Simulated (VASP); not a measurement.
# MgO (P6_3/mmc) in VASP: a series of runs

Runs on MgO. Level: PBE. Tasks: density of states, vibrations by perturbation theory.

All numbers are computed with VASP 6.6.1; they aren't measurements. Logs are shortened: lines on timing, memory, paths and dates and some standing lists are left out, and cuts for length are marked.

### Step 1. The cell of the first run

It takes space group P6_3/mmc (No. 194, hexagonal). Conventional cell: a = 3.521 Å, b = 3.521 Å, c = 4.237 Å, α = 90.00°, β = 90.00°, γ = 120.00°. Within 2.7 Å of Mg (site symmetry -6m2) lie 5 O at 2.03 to 2.12 Å. Within 2.7 Å of O (site symmetry -6m2) lie 5 Mg at 2.03 to 2.12 Å.

### Step 2. Density of states, PBE

POSCAR

```
MgO
1.0
    3.5207161421      0.0000000000      0.0000000000
   -1.7603580710      3.0490296186      0.0000000000
    0.0000000000      0.0000000000      4.2374418908
Mg O
2 2
Direct
    0.6666666667      0.3333333333      0.7500000000
    0.3333333333      0.6666666667      0.2500000000
    0.6666666667      0.3333333333      0.2500000000
    0.3333333333      0.6666666667      0.7500000000
```

INCAR.step1

```
ALGO = Normal ; EDIFF = 1E-6
ENCUT = 520 ; GGA = PE
ISIF = 2 ; ISMEAR = 0
LASPH = True ; LCHARG = True
LREAL = False ; LWAVE = False
NBANDS = 16 ; NELM = 100
PREC = Accurate ; SIGMA = 0.02
```

KPOINTS.step1

```
k-points
0
Gamma
  6 6 6
```

INCAR.step2

```
ALGO = Normal ; EDIFF = 1E-6
ENCUT = 520 ; GGA = PE
ICHARG = 11 ; ISIF = 2
ISMEAR = -5 ; LASPH = True
LCHARG = False ; LORBIT = 10
LREAL = False ; LWAVE = False
NEDOS = 2001 ; NELM = 100
PREC = Accurate ; SIGMA = 0.02
```

KPOINTS.step2

```
k-points
0
Gamma
  9 9 9
```

Potentials or basis: VASP PAW PBE potentials, release 64 (Mg, O).

Launch:

```bash
$ cat potpaw_PBE.64/Mg/POTCAR potpaw_PBE.64/O/POTCAR > POTCAR
$ cp INCAR.step1 INCAR
$ cp KPOINTS.step1 KPOINTS
$ mpirun -np 1 vasp_std > vasp.out
$ cp INCAR.step2 INCAR
$ cp KPOINTS.step2 KPOINTS
$ mpirun -np 1 vasp_std > vasp.out
```

OUTCAR:

```text
EDIFF = 1E-6
   ENCUT = 520
   GGA = PE
   ICHARG = 11
   ISIF = 2
   ISMEAR = -5
   LASPH = True
   LORBIT = 10
   LREAL = False
   NELM = 100
   PREC = Accurate

 ion  position               nearest neighbor table
   1  0.667  0.333  0.750-   4 2.03   4 2.03   4 2.03   3 2.12   3 2.12   2 2.94   2 2.94   2 2.94
                             2 2.94   2 2.94   2 2.94
   2  0.333  0.667  0.250-   3 2.03   3 2.03   3 2.03   4 2.12   4 2.12   1 2.94   1 2.94   1 2.94
                             1 2.94   1 2.94   1 2.94
   3  0.667  0.333  0.250-   2 2.03   2 2.03   2 2.03   1 2.12   1 2.12
   4  0.333  0.667  0.750-   1 2.03   1 2.03   1 2.03   2 2.12   2 2.12

  LATTYP: Found a hexagonal cell.
 ALAT       =     3.5207161421
 C/A-ratio  =     1.2035738525

  Lattice vectors:

 A1 = (   3.5207161421,   0.0000000000,   0.0000000000)
 A2 = (  -1.7603580710,   3.0490296186,   0.0000000000)
 A3 = (   0.0000000000,   0.0000000000,   4.2374418908)

Analysis of symmetry for initial positions (statically):
=====================================================================
 Subroutine PRICEL returns:
 Original cell was already a primitive cell.

 Routine SETGRP: Setting up the symmetry group for a
 hexagonal supercell.

 Subroutine GETGRP returns: Found 24 space group operations
 (whereof 12 operations were pure point group operations)
 out of a pool of 24 trial point group operations.

The static configuration has the point symmetry D_3d.
 The point group associated with its full space group is D_6h.

Analysis of symmetry for dynamics (positions and initial velocities):
=====================================================================
 Subroutine PRICEL returns:
 Original cell was already a primitive cell.

 Routine SETGRP: Setting up the symmetry group for a
 hexagonal supercell.

 Subroutine GETGRP returns: Found 24 space group operations
 (whereof 12 operations were pure point group operations)
 out of a pool of 24 trial point group operations.

The dynamic configuration has the point symmetry D_3d.
 The point group associated with its full space group is D_6h.

 Subroutine INISYM returns: Found 24 space group operations
 (whereof 12 operations are pure point group operations),
 and found     1 'primitive' translations

----------------------------------------------------------------------------------------

                                     Primitive cell

  volume of cell :      45.4880

  direct lattice vectors                    reciprocal lattice vectors
     3.520716142  0.000000000  0.000000000     0.284033123  0.163986600  0.000000000
    -1.760358071  3.049029619  0.000000000     0.000000000  0.327973200  0.000000000
     0.000000000  0.000000000  4.237441891     0.000000000  0.000000000  0.235991437

  length of vectors
     3.520716142  3.520716142  4.237441891     0.327973200  0.327973200  0.235991437

  position of ions in fractional coordinates (direct lattice)
     0.666666667  0.333333333  0.750000000
     0.333333333  0.666666667  0.250000000
     0.666666667  0.333333333  0.250000000
     0.333333333  0.666666667  0.750000000

  ion indices of the primitive-cell ions
   primitive index   ion index
                 1           1
                 2           2
                 3           3
                 4           4

----------------------------------------------------------------------------------------

 KPOINTS: k-points

Automatic generation of k-mesh.
 Grid dimensions read from file:
 generate k-points for:    9    9    9

 Generating k-lattice:

  Cartesian coordinates                     Fractional coordinates (reciprocal lattice)
     0.031559236  0.018220733  0.000000000     0.111111111  0.000000000  0.000000000
     0.000000000  0.036441467  0.000000000     0.000000000  0.111111111  0.000000000
     0.000000000  0.000000000  0.026221271     0.000000000  0.000000000  0.111111111

  Length of vectors
     0.036441467  0.036441467  0.026221271

  Shift w.r.t. Gamma in fractional coordinates (k-lattice)
     0.000000000  0.000000000  0.000000000

 TETIRR: Found    699 inequivalent tetrahedra from     4374

 Subroutine IBZKPT returns following result:
 ===========================================

 Found     60 irreducible k-points:

 Following reciprocal coordinates:
            Coordinates               Weight
  0.000000  0.000000  0.000000      1.000000
  0.111111  0.000000  0.000000      6.000000
  0.222222  0.000000  0.000000      6.000000
  0.333333  0.000000  0.000000      6.000000
  0.444444  0.000000  0.000000      6.000000
  0.111111  0.111111  0.000000      6.000000
[... 16 lines left out ...]
  0.333333  0.222222  0.111111     24.000000
  0.333333  0.333333  0.111111      4.000000
 [... further k-points ...]
   k-points           NKPTS =     60   k-points in BZ     NKDIM =     60   number of bands    NBANDS=     12
   number of dos      NEDOS =   2001   number of ions     NIONS =      4
   total plane-waves  NPLWV =  25088
   dimension x,y,z NGX =    28 NGY =   28 NGZ =   32
   dimension x,y,z NGXF=    56 NGYF=   56 NGZF=   64
   ions per type =               2   2
   NGX,Y,Z   is equivalent  to a cutoff of  13.22, 13.22, 12.55 a.u.
   NGXF,Y,Z  is equivalent  to a cutoff of  26.44, 26.44, 25.11 a.u.
 SYSTEM =  unknown system
   PREC   = accura    normal or accurate (medium, high low for compatibility)
   ISTART =      0    job   : 0-new  1-cont  2-samecut
   ICHARG =     11    charge: 1-file 2-atom 10-const
   ISPIN  =      1    spin polarized calculation?
   LNONCOLLINEAR =      F non collinear calculations
   LSORBIT =      F    spin-orbit coupling
   LASPH  =      T    aspherical Exc in radial PAW
   ENCUT  =  520.0 eV  38.22 Ry    6.18 a.u.   6.55  6.55  7.88*2*pi/ulx,y,z
   NELM   =    100;   NELMIN=  2; NELMDL=  0     # of ELM steps
   EDIFF  = 0.1E-05   stopping-criterion for ELM
   LREAL  =      F    real-space projection
   EDIFFG = 0.1E-04   stopping-criterion for IOM
   NSW    =      0    number of steps for IOM
   IBRION =     -1    ionic relax: 0-MD 1-quasi-New 2-CG
   NFREE  =      0    steps in history (QN), initial steepest desc. (CG)
   ISIF   =      2    stress and relaxation
   ISYM   =      2    0-nonsym 1-usesym 2-fastsym
   POTIM  = 0.5000    time-step for ionic-motion
   TEBEG  =    0.0;   TEEND  =   0.0 temperature during run
   PSTRESS=    0.0 pullay stress
   NELECT =      16.0000    total number of electrons
   NUPDOWN=      -1.0000    fix difference up-down
   EMIN   =  10.00;   EMAX   =-10.00  energy-range for DOS
   EFERMI =   0.00;   METHOD = LEGACY
   ISMEAR =    -5;   SIGMA  =   0.02  broadening in eV -4-tet -1-fermi 0-gaus
   EFERMI_NEDOS =   21; number of points for ismear=-14 and -15
   IALGO  =     38    algorithm
   IMIX   =      4    mixing-type and parameters
     AMIX     =   0.40;   BMIX     =  1.00
     AMIX_MAG =   1.60;   BMIX_MAG =  1.00
  volume/ion in A,a.u.               =      11.37        76.74
  Fermi-wavevector in a.u.,A,eV,Ry     =   1.155623  2.183810 18.170085  1.335464
  Thomas-Fermi vector in A             =   2.292250
   LORBIT       =     10    0 simple, 1 ext, 2 COOP (PROOUT), +10 PAW based schemes
   GGA     = PE    functional components
   LHFCALC =     F    Hartree Fock is set to
   AEXX    =    0.0000 exact exchange contribution
   IVDW    =     0    specifies the selected vdW correction
   LEPSILON=     F    determine dielectric tensor
   LRPA    =     F    only Hartree local field effects (RPA)
 non-spin polarized calculation
 Fermi weights with tetrahedron method with Bloechl corrections
  energy-cutoff  :      520.00
  volume of cell :       45.49
 maximum number of plane-waves:      1258
 NGX is ok and might be reduce to    28

 number of electron      15.9999990 magnetization

 Free energy of the ion-electron system (eV)
  ---------------------------------------------------
  ext. energy  EPLUGINS =         0.00000000
  ---------------------------------------------------
  free energy    TOTEN  =       -23.67527874 eV

  energy without entropy =      -23.67527874  energy(sigma->0) =      -23.67527874

 E-fermi :   1.8009     XC(G=0):  -9.9269

 val. band max:        1.7958397517   @ k =   0.0000   0.0000   0.0000
 cond. band min:       5.0577497119   @ k =   0.0000   0.0000   0.0000
 fundamental gap:      3.2619099602
 Fermi energy:         1.8009309988

 k-point     1 :       0.0000    0.0000    0.0000
  band No.  band energies     occupation
      1     -15.0004      2.00000
      2     -13.6927      2.00000
      3      -1.7407      2.00000
      4       0.1240      2.00000
      5       0.1240      2.00000
      6       1.0229      2.00000
      7       1.0229      2.00000
      8       1.7958      2.00000
      9       5.0577      0.00000
     10      10.9878      0.00000
     11      13.7443      0.00000
     12      14.1322      0.00000

 k-point     2 :       0.1111    0.0000    0.0000
  band No.  band energies     occupation
      1     -14.9432      2.00000
      2     -13.7021      2.00000
      3      -1.6464      2.00000
      4      -0.0669      2.00000
      5       0.0310      2.00000
      6       0.7240      2.00000
      7       1.0757      2.00000
      8       1.7000      2.00000
      9       5.5843      0.00000
     10      11.3040      0.00000
     11      13.3891      0.00000
     12      13.5401      0.00000
[... 301 lines left out ...]
 k-point    23 :       0.3333    0.2222    0.1111
  band No.  band energies     occupation
      1     -14.2557      2.00000
      2     -13.9779      2.00000
      3      -1.6270      2.00000
      4      -0.8809      2.00000
      5      -0.4462      2.00000
      6       0.0741      2.00000
      7       0.7150      2.00000
      8       0.9112      2.00000
      9       8.9034      0.00000
     10      10.7757      0.00000
     11      11.5408      0.00000
     12      13.1626      0.00000

 k-point    24 :       0.3333    0.3333    0.1111
  band No.  band energies     occupation
      1     -14.1036      2.00000
      2     -14.1036      2.00000
      3      -1.6544      2.00000
      4      -0.7095      2.00000
      5      -0.7095      2.00000
      6       0.4142      2.00000
      7       0.4142      2.00000
      8       0.8088      2.00000
      9       9.0504      0.00000
     10      10.6951      0.00000
     11      12.2626      0.00000
     12      12.2626      0.00000

 [... further k-points ...]
[... 5 lines left out ...]
  --------------------------------------------------------------------------------------
  -------------------------------------------------------------------------------------
  Total       -0.1276467     -0.1276467     -0.1595459     -0.0000000     -0.0000000      0.0000000
  in kB       -4.4959745     -4.4959745     -5.6195266     -0.0000000     -0.0000000      0.0000000
  external PRESSURE =      -4.8704919 kB  Pullay stress =       0.0000000 kB

 VOLUME and BASIS-vectors are now :
 -----------------------------------------------------------------------------
  energy-cutoff  :      520.00
  volume of cell :       45.49
      direct lattice vectors                 reciprocal lattice vectors
     3.520716142  0.000000000  0.000000000     0.284033123  0.163986600  0.000000000
    -1.760358071  3.049029619  0.000000000     0.000000000  0.327973200  0.000000000
     0.000000000  0.000000000  4.237441891     0.000000000  0.000000000  0.235991437

 POSITION                                       TOTAL-FORCE (eV/Angst)
 -----------------------------------------------------------------------------------
      1.76036      1.01634      3.17808         0.000000      0.000000     -0.000000
     -0.00000      2.03269      1.05936         0.000000      0.000000     -0.000000
      1.76036      1.01634      1.05936        -0.000000      0.000000      0.000000
     -0.00000      2.03269      3.17808         0.000000     -0.000000      0.000000
 -----------------------------------------------------------------------------------
    total drift:                               -0.000000      0.000000     -0.000000

  FREE ENERGIE OF THE ION-ELECTRON SYSTEM (eV)
  ---------------------------------------------------
  free  energy   TOTEN  =       -23.6752787380 eV

  energy  without entropy=      -23.6752787380  energy(sigma->0) =      -23.67527874

 total charge

# of ion       s       p       d       tot
------------------------------------------
    1        0.153   0.176   0.075   0.404
    2        0.153   0.176   0.075   0.404
    3        1.543   3.541   0.000   5.084
    4        1.543   3.541   0.000   5.084
--------------------------------------------------
tot          3.393   7.433   0.150  10.976
```

Run time: 17 s. Hardware: 1 thread of Intel Xeon 6975P-C (Granite Rapids), shared host; peak memory 0.17 GiB.

Results:

| Quantity | Value |
| --- | --- |
| Valence electrons inside the program's atomic spheres | Mg 0.40; O 5.08 |

Levels at points of the mesh, in eV from the valence-band top:
```tsv
k point	band 6	band 7	band 8	band 9	band 10	band 11
(0.00, 0.00, 0.00)	-0.77	-0.77	0.00	3.26	9.19	11.95
```

### Step 3. Vibrations by perturbation theory, PBE

INCAR

```
ALGO = Normal
EDIFF = 1E-8
ENCUT = 520
GGA = PE
IBRION = 8
ISIF = 2
ISMEAR = 0
LASPH = True
LCHARG = True
LEPSILON = True
LREAL = False
LWAVE = False
NBANDS = 16
NELM = 100
NSW = 1
PREC = Accurate
SIGMA = 0.01
```

KPOINTS

```
k-points
0
Gamma
  6 6 6
```

POSCAR

```
MgO
1.0
    3.5207812466      0.0000000000      0.0000000000
   -1.7603906233      3.0490860007      0.0000000000
    0.0000000000      0.0000000000      4.2381809045
Mg O
2 2
Direct
    0.6666666667      0.3333333333      0.7500000000
    0.3333333333      0.6666666667      0.2500000000
    0.6666666667      0.3333333333      0.2500000000
    0.3333333333      0.6666666667      0.7500000000
```

Potentials or basis: VASP PAW PBE potentials, release 64 (Mg, O).

Launch:

```bash
$ cat potpaw_PBE.64/Mg/POTCAR potpaw_PBE.64/O/POTCAR > POTCAR
$ mpirun -np 1 vasp_std > vasp.out
```

OUTCAR:

```text
EDIFF = 1E-8
   ENCUT = 520
   GGA = PE
   IBRION = 8
   ISIF = 2
   ISMEAR = 0
   LASPH = True
   LEPSILON = True
   LREAL = False
   NELM = 100
   NSW = 1
   PREC = Accurate

 ion  position               nearest neighbor table
   1  0.667  0.333  0.750-   4 2.03   4 2.03   4 2.03   3 2.12   3 2.12   2 2.94   2 2.94   2 2.94
                             2 2.94   2 2.94   2 2.94
   2  0.333  0.667  0.250-   3 2.03   3 2.03   3 2.03   4 2.12   4 2.12   1 2.94   1 2.94   1 2.94
                             1 2.94   1 2.94   1 2.94
   3  0.667  0.333  0.250-   2 2.03   2 2.03   2 2.03   1 2.12   1 2.12
   4  0.333  0.667  0.750-   1 2.03   1 2.03   1 2.03   2 2.12   2 2.12

  LATTYP: Found a hexagonal cell.
 ALAT       =     3.5207812466
 C/A-ratio  =     1.2037614971

  Lattice vectors:

 A1 = (   3.5207812466,   0.0000000000,   0.0000000000)
 A2 = (  -1.7603906233,   3.0490860007,   0.0000000000)
 A3 = (   0.0000000000,   0.0000000000,   4.2381809045)

Analysis of symmetry for initial positions (statically):
[... 793 lines left out ...]
  4Z     0.000000    0.000000    2.123824    0.000000   -0.000000    2.151005   -0.000000   -0.000000    5.938872    0.000000    0.000000  -10.213701

 Eigenvectors and eigenvalues of the dynamical matrix
 ----------------------------------------------------

   1 f  =   15.707715 THz    98.694482 2PiTHz  523.952962 cm-1    64.961859 meV
             X         Y         Z           dx          dy          dz
      1.760391  1.016362  3.178636    -0.000000   -0.000000   -0.002722
     -0.000000  2.032724  1.059545     0.000000    0.000000    0.002722
      1.760391  1.016362  1.059545    -0.000000   -0.000000    0.707102
     -0.000000  2.032724  3.178636     0.000000    0.000000   -0.707102
[... 71 lines left out ...]
  12 f/i=    0.012629 THz     0.079349 2PiTHz    0.421253 cm-1     0.052229 meV
             X         Y         Z           dx          dy          dz
      1.760391  1.016362  3.178636    -0.000000    0.000000   -0.548562
     -0.000000  2.032724  1.059545    -0.000000    0.000000   -0.548562
      1.760391  1.016362  1.059545    -0.000000    0.000000   -0.446184
     -0.000000  2.032724  3.178636    -0.000000    0.000000   -0.446184

--------------------------------------------------------------------------------------------------------

 MACROSCOPIC STATIC DIELECTRIC TENSOR IONIC CONTRIBUTION
 ------------------------------------------------------
           3.092366     0.000000    -0.000000
           0.000000     3.092366    -0.000000
          -0.000000    -0.000000     7.532530
 ------------------------------------------------------

 ELASTIC MODULI CONTR FROM IONIC RELAXATION (kBar)
 Direction    XX          YY          ZZ          XY          YZ          ZX
 --------------------------------------------------------------------------------
 XX        -497.8051    497.8051     -0.0000     -0.0000      0.0000      0.0000
 YY         497.8051   -497.8051      0.0000      0.0000      0.0000      0.0000
 ZZ          -0.0000      0.0000     -0.0000     -0.0000      0.0000      0.0000
 XY          -0.0000      0.0000     -0.0000   -497.8051      0.0000      0.0000
 YZ           0.0000      0.0000      0.0000      0.0000      0.0000      0.0000
 ZX           0.0000      0.0000      0.0000      0.0000      0.0000      0.0000
 --------------------------------------------------------------------------------

 PIEZOELECTRIC TENSOR IONIC CONTR  for field in x, y, z        (C/m^2)
          XX          YY          ZZ          XY          YZ          ZX
  --------------------------------------------------------------------------------
  x     0.00000    -0.00000     0.00000     0.00000     0.00000     0.00000
  y     0.00000    -0.00000     0.00000     0.00000     0.00000     0.00000
  z    -0.00000     0.00000     0.00000    -0.00000     0.00000     0.00000
```

OSZICAR:

```text
N       E                     dE             d eps       ncg     rms          rms(c)
DAV:   1     0.542724999099E+02    0.54272E+02   -0.76194E+03   912   0.891E+02
DAV:   2    -0.242048404312E+02   -0.78477E+02   -0.71779E+02  1232   0.189E+02
DAV:   3    -0.276342841772E+02   -0.34294E+01   -0.34213E+01   984   0.409E+01
DAV:   4    -0.276477151422E+02   -0.13431E-01   -0.13431E-01  1056   0.294E+00
[... 165 lines left out ...]
RMM:   6    -0.374519693265E+00   -0.29879E-04    0.68113E-06  1801   0.317E-03    0.727E-04
RMM:   7    -0.374517590308E+00    0.21030E-05    0.17579E-06  1870   0.100E-03    0.129E-04
RMM:   8    -0.374518036523E+00   -0.44621E-06    0.48698E-07  1807   0.136E-04    0.511E-05
RMM:   9    -0.374518017542E+00    0.18980E-07   -0.42827E-08  1897   0.628E-05    0.719E-06
RMM:  10    -0.374518016721E+00    0.82148E-09   -0.10690E-08  1869   0.905E-06    0.278E-06
 Linear response finished
```

It took 3.1 min on 1 thread of Intel Xeon 6975P-C (Granite Rapids), shared host; peak memory 0.31 GiB.

What came out:

```
Electronic dielectric tensor (diagonal)                 : 2.97, 2.97, 3.00
Born charges (mean of the diagonal)                     : Mg +1.86; O -1.86 e
Highest phonon frequency at Γ, LO-TO splitting left out : 524 cm⁻¹
```

Phonon frequencies in cm⁻¹ (negative: imaginary):
| q point | frequencies |
| --- | --- |
| (0.000, 0.000, 0.000) | 0 0 0 287 287 347 393 479 479 487 487 524 |

Electronic dielectric tensor:
```
2.97 0.00 0.00
0.00 2.97 0.00
0.00 0.00 3.00
```

Born effective charge tensors (e):
atom 1, Mg
```
1.78 0.00 0.00
0.00 1.78 0.00
0.00 0.00 2.01
```
atom 2, Mg
```
1.78 0.00 0.00
0.00 1.78 0.00
0.00 0.00 2.01
```
atom 3, O
```
-1.78  0.00  0.00
 0.00 -1.78  0.00
 0.00  0.00 -2.01
```
atom 4, O
```
-1.78  0.00  0.00
 0.00 -1.78  0.00
 0.00  0.00 -2.01
```
